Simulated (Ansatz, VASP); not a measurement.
## In: VASP beside Ansatz

```xyz
3
Lattice="1.6529 0.9543 8.2075 -1.6529 0.9543 8.2075 0.0000 -1.9087 8.2075" Properties=species:S:1:pos:R:3 pbc="T T T"
In    0.0000    0.0000    0.0000
In    0.0000    0.0000   19.1565
In    0.0000    0.0000    5.4659
```

Change from the starting cell: equal xx and yy strain of -1 %, crystal datasets.

Alike in both runs: task electric field gradients; functional PBE; k mesh 14 × 14 × 14; occupations fermi-dirac, width 0.05 eV; no spin polarisation.

|  | VASP | Ansatz |
| --- | --- | --- |
| version | VASP 6.6.1 | Ansatz 0.2.0 |
| potentials or method | VASP PAW PBE potentials, release 64 (In_d), cutoff 520 eV | all-electron PAW with datasets made for the crystal, scalar-relativistic |

Ansatz gave:

- pressure (GPa): 2.6
- traceless stress, the component that is largest in VASP (GPa): 0.19
- rms of the force components (eV/Å): 0.011
- size of Vzz on the site where it differs most (V/Å²): 3.1

Problem. Estimate VASP's values.

Solution. Pressure (GPa): 2.6; traceless stress, the component that is largest in VASP (GPa): 0.19; rms of the force components (eV/Å): 0.011; size of Vzz on the site where it differs most (V/Å²): 2.6.

Atom by atom the forces differ by 0.000 eV/Å (rms over components). Ansatz ran all-electron here, and VASP with PAW potentials.
